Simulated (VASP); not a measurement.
A run of VASP 6.6.1 is set up as follows.

Contents of INCAR:

```
PREC     = Accurate       # precision mode
ENCUT    = 520            # plane-wave cutoff, eV
EDIFF    = 1E-7           # SCF threshold, eV
ISMEAR   = 0              # smearing method
SIGMA    = 0.2            # smearing width, eV
LREAL    = F              # projectors in reciprocal space
LASPH    = T              # aspherical terms in the spheres
NELM     = 60             # most SCF steps
ALGO     = Normal         # electronic algorithm
ISIF     = 2              # what is computed and relaxed
LWAVE    = F              # write WAVECAR
LCHARG   = F              # write CHGCAR
GGA      = PE             # functional
NBANDS   = 94             # bands
```

KPOINTS

```
regular mesh
0
Gamma
  4 4 4
```

Contents of POSCAR:

```
TiGe4Mo
1.0
    2.4740952000     -4.3502483000      0.0000000000
    2.4740952000      0.0000000000      4.4054453000
   -4.9481904000     -4.3502483000      4.4054453000
Ti Ge Mo
2 8 2
Direct
    0.2500000000      0.2500000000      0.7500000000
    0.7500000000      0.7500000000      0.2500000000
    0.8712295000      0.5429235000      0.9570765000
    0.3712295000      0.0429235000      0.4570765000
    0.7614790000      0.0795070000      0.9204930000
    0.2614790000      0.5795070000      0.4204930000
    0.7385210000      0.4204930000      0.5795070000
    0.2385210000      0.9204930000      0.0795070000
    0.3787705000      0.7070765000      0.7929235000
    0.8787705000      0.2070765000      0.2929235000
    0.8750000000      0.8750000000      0.6250000000
    0.3750000000      0.3750000000      0.1250000000
```

Potentials or basis: VASP PAW PBE potentials, release 64 (Ti_sv, Ge_d, Mo_sv).

Command:

```sh
$ cat potpaw_PBE.64/Ti_sv/POTCAR potpaw_PBE.64/Ge_d/POTCAR potpaw_PBE.64/Mo_sv/POTCAR > POTCAR
$ mpirun -np 1 vasp_std > vasp.out
```

Problem. What does it give for the band gap on the k mesh?

Solution. Zero (band 82 reaches 9.80 eV, above the bottom of band 83 at 9.40 eV).

Problem. Estimate the largest force.

Solution. 0.032 eV/Å.

Problem. Estimate the pressure.

Solution. 0.2 GPa.

Stress tensor (GPa, compression positive):
```
 0.07 -0.14 -0.17
-0.14  0.06  0.00
-0.17  0.00  0.48
```
